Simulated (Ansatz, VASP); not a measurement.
# SnO in VASP and in Ansatz

INCAR

```
SYSTEM = SnO
PREC = Accurate ; ENCUT = 520
EDIFF = 1E-6 ; ISMEAR = 0
SIGMA = 0.05 ; LREAL = .False.
LASPH = .True. ; NELM = 60
ALGO = Normal ; ISIF = 2
LWAVE = .False. ; LCHARG = .False.
GGA = PS ; NBANDS = 72
```

File KPOINTS:

```
Automatic mesh
0
Gamma
  8 5 3
  0 0 0
```

File POSCAR:

```
SnO
1.0
   -3.3156086772      0.0000000000      0.0000000000
    0.0000000000     -5.7050005398      0.0000000000
    0.0000000000     -3.8035238599     11.6824937061
Sn O
6 6
Direct
    0.0000000000      0.1770548082      0.8836914207
    0.0000000000      0.6215214749      0.2170247540
    0.0000000000      0.3992881416      0.5503580874
    0.5000000000     -0.2442522819      0.7170247540
    0.5000000000      0.2002143848      0.0503580874
    0.5000000000     -0.0220189486      0.3836914207
    0.0000000000     -0.5184386685      0.9495755793
    0.0000000000     -0.0739720019      0.2829089126
    0.0000000000     -0.2962053352      0.6162422460
    0.5000000000      0.3633912577      0.7829089126
    0.5000000000      0.8078579244      0.1162422460
    0.5000000000      0.5856245911      0.4495755793
```

Input for Ansatz:

```yaml
crystal:
  lattice:
    - [-3.3156086772, 0.0, 0.0]
    - [0.0, -5.7050005398, 0.0]
    - [0.0, -3.8035238599, 11.6824937061]
  atoms:
    - { symbol: Sn, position: [0.0, 0.1770548082, 0.8836914207] }
    - { symbol: Sn, position: [0.0, 0.6215214749, 0.217024754] }
    - { symbol: Sn, position: [0.0, 0.3992881416, 0.5503580874] }
    - { symbol: Sn, position: [0.5, -0.2442522819, 0.717024754] }
    - { symbol: Sn, position: [0.5, 0.2002143848, 0.0503580874] }
    - { symbol: Sn, position: [0.5, -0.0220189486, 0.3836914207] }
    - { symbol: O, position: [0.0, -0.5184386685, 0.9495755793] }
    - { symbol: O, position: [0.0, -0.0739720019, 0.2829089126] }
    - { symbol: O, position: [0.0, -0.2962053352, 0.616242246] }
    - { symbol: O, position: [0.5, 0.3633912577, 0.7829089126] }
    - { symbol: O, position: [0.5, 0.8078579244, 0.116242246] }
    - { symbol: O, position: [0.5, 0.5856245911, 0.4495755793] }
basis:
  ecutwfc: 420
kpoints:
  mp_grid: { grid: [8, 5, 3] }
hamiltonian:
  xc: pbesol
scf:
  occupations: { method: gaussian, width: 0.05 }
output:
  forces: true
  stress: true
  eigenvalues: true
```

Alike in both runs: task single point; functional PBEsol; k mesh 8 × 5 × 3; occupations gaussian, width 0.05 eV; no spin polarisation.

|  | VASP | Ansatz |
| --- | --- | --- |
| version | VASP 6.6.1 | Ansatz 0.2.0 |
| potentials or method | VASP PAW PBE potentials, release 64 (Sn_d, O), cutoff 520 eV | scalar-relativistic, plane waves, PAW |
| valence electrons in the cell | 120 | 120 |

Ansatz gave:

* gap on the k mesh at the Fermi level (eV): 0.43
* least direct gap on the mesh (eV): 0.74
* pressure (GPa): 2.5
* traceless stress, the component that is largest in VASP (GPa): -2.69
* rms of the force components (eV/Å): 0.989

Task: What did VASP give for the same quantities?

Result: gap on the k mesh at the Fermi level (eV): 0.42; least direct gap on the mesh (eV): 0.73; pressure (GPa): 2.7; traceless stress, the component that is largest in VASP (GPa): -2.61; rms of the force components (eV/Å): 0.988.

VASP's potentials were made for PBE, not for PBEsol. Atom by atom the forces differ by 0.035 eV/Å (rms over components). With one functional, cell and mesh, what is left measures potentials, basis and numerics.
